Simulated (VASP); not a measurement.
Input of a VASP 6.6.1 run:

Contents of INCAR:

```
PREC = Accurate
ENCUT = 520
EDIFF = 1E-7
ISMEAR = -1
SIGMA = 0.05
LREAL = False
LASPH = True
NELM = 100
ALGO = Normal
ISIF = 2
LWAVE = False
LCHARG = False
GGA = PE
NBANDS = 11
```

The input KPOINTS:

```
Automatic mesh
0
Gamma
  16 16 16
```

File POSCAR:

```
SiC
1.0
    0.0000000000      2.1087800000      2.1740000000
    2.1087800000      0.0000000000      2.1740000000
    2.1087800000      2.1087800000      0.0000000000
Si C
1 1
Direct
    0.0000000000      0.0000000000      0.0000000000
    0.7500000000      0.7500000000      0.7500000000
```

Potentials or basis: VASP PAW PBE potentials, release 64 (Si, C).

Command:

```bash
$ cat potpaw_PBE.64/Si/POTCAR potpaw_PBE.64/C/POTCAR > POTCAR
$ mpirun -np 1 vasp_std > vasp.out
```

Problem. What does it give for the pressure?

Solution. 20.5 GPa.

Problem. What does it give for the band gap on the k mesh?

Solution. 1.12 eV, indirect (least direct gap 4.57 eV).

Stress tensor (GPa, compression positive):
```
23.29  0.00  0.00
 0.00 23.29  0.00
 0.00  0.00 14.86
```

Caveat: the cell differs from its parent crystal (x and y stretched by -3 %, z held). A k mesh can miss the band edges.
